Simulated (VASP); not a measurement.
A run of VASP 6.6.1 is set up as follows.

INCAR

```
  ALGO = Normal
  EDIFF = 1E-6
  ENCUT = 520
  GGA = PE
  ISIF = 2
  ISMEAR = -1
  IVDW = 13
  LASPH = True
  LCHARG = True
  LELF = True
  LREAL = False
  LVHAR = True
  LWAVE = False
  NBANDS = 64
  NELM = 60
  PREC = Accurate
  SIGMA = 0.05
```

Contents of KPOINTS:

```
k-points
0
Gamma
  4 8 2
```

POSCAR

```
Te2Mo
1.0
    6.3399826139      0.0000000000     -0.0542807132
    0.0000000000      3.4767198666      0.0000000000
   -0.6755295839      0.0000000000     13.2940964254
Te Mo
8 4
Direct
    0.0568485492      0.5000000000      0.3933623244
    0.9430143866      0.0000000000      0.6066142780
    0.5609168824      0.0000000000      0.3455301269
    0.4389586415      0.5000000000      0.6544456861
    0.0936379463      0.0000000000      0.1549198853
    0.9064879518      0.5000000000      0.8451076897
    0.5856366255      0.5000000000      0.1062472643
    0.4144986715      0.0000000000      0.8937716872
    0.3197091228      0.0000000000      0.5063838680
    0.6801542982      0.5000000000      0.4935910190
    0.1822118414      0.5000000000      0.0076470465
    0.8179240727      0.0000000000      0.9923781146
```

Potentials or basis: VASP PAW PBE potentials, release 64 (Te, Mo_sv).

The run is started by

```bash
$ cat potpaw_PBE.64/Te/POTCAR potpaw_PBE.64/Mo_sv/POTCAR > POTCAR
$ mpirun -np 1 vasp_std > vasp.out
```

Question: Predict the dispersion energy per atom.

Answer: -0.571 eV.

Question: Predict the pressure.

Answer: 0.0 GPa.

Question: What does it give for the largest force?

Answer: 0.014 eV/Å.

Forces on the atoms (eV/Å):
```
Te   0.003  0.000 -0.005
Te  -0.003  0.000  0.005
Te  -0.003  0.000 -0.009
Te   0.003  0.000  0.009
Te  -0.005  0.000  0.011
Te   0.005  0.000 -0.012
Te  -0.001  0.000  0.009
Te   0.001  0.000 -0.009
Mo  -0.013  0.000 -0.006
Mo   0.013  0.000  0.006
Mo   0.010  0.000 -0.004
Mo  -0.010  0.000  0.004
```
